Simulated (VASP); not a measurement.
Mg2C:

```
C Mg
1.0
     0.00000    2.64534    2.64534
     2.64534    0.00000    2.64534
     2.64534    2.64534    0.00000
C Mg
1 2
Direct
  0.00000 0.00000 0.00000
  0.25000 0.25000 0.25000
  0.75000 0.75000 0.75000
```

This cell differs from its parent crystal: strain -2.4%.

Program: VASP 6.6.1. Alike in all runs: task single point; potentials or basis VASP PAW PBE potentials, release 64 (C, Mg); no spin polarisation; cell as given; cutoff (eV) 520.

Question: Order these runs on this cell by their band gap on the k mesh, lowest first.
A. level r2SCAN; k mesh 8 × 8 × 8; smearing gaussian 0.01 eV
B. level PBE; k mesh 8 × 8 × 8; smearing fermi-dirac 0.02 eV
C. level HSE06; k mesh 6 × 6 × 6; smearing gaussian 0.01 eV; grid for exact exchange (PRECFOCK) Normal; screening parameter 0.2079 1/Å

Answer: B (0.74 eV), A (1.12 eV), C (1.43 eV).

A k mesh can miss the band edges.
